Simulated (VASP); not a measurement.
Set up this calculation in VASP 6.6.1, as the native input.

```
Task                   : single point
Functional             : PBE
Potentials or basis    : VASP PAW PBE potentials, release 64 (Li_sv, Br)
Cutoff                 : 750 eV
k mesh                 : 6 × 6 × 6
Occupations            : gaussian, width 0.01 eV
Spin                   : no spin polarisation
Dipole correction      : no
Further INCAR settings : ALGO = Normal; EDIFF = 1e-06; NBANDS = 12
```

The structure of LiBr lies in POSCAR:

```
LiBr
1.0
    0.0000000000      2.6991555587      2.6991555587
    2.6991555587      0.0000000000      2.6991555587
    2.6991555587      2.6991555587      0.0000000000
Li Br
1 1
Direct
    0.0000000000      0.0000000000      0.0000000000
    0.5000000000      0.5000000000      0.5000000000
```

This cell differs from its parent crystal: volume changed by -6%.

One way to write it, as run:

INCAR

```
  ALGO = Normal
  EDIFF = 1E-6
  ENCUT = 750
  GGA = PE
  GGA_COMPAT = F
  ISIF = 2
  ISMEAR = 0
  LASPH = T
  LCHARG = T
  LELF = T
  LREAL = F
  LVHAR = T
  LWAVE = F
  NBANDS = 12
  NELM = 120
  PREC = Accurate
  SIGMA = 0.01
```

KPOINTS

```
k-points
0
Gamma
  6 6 6
```

Potentials or basis: VASP PAW PBE potentials, release 64 (Li_sv, Br).

Run with:

```console
$ cat potpaw_PBE.64/Li_sv/POTCAR potpaw_PBE.64/Br/POTCAR > POTCAR
$ mpirun -np 1 vasp_std > vasp.out
```

It gave:

* Pressure: 1.8 GPa
* Band gap on the k mesh: 5.20 eV, direct

Wall time 22 s on 1 thread of Intel Xeon 8259CL, with other jobs on the host, peak memory 0.2 GiB.
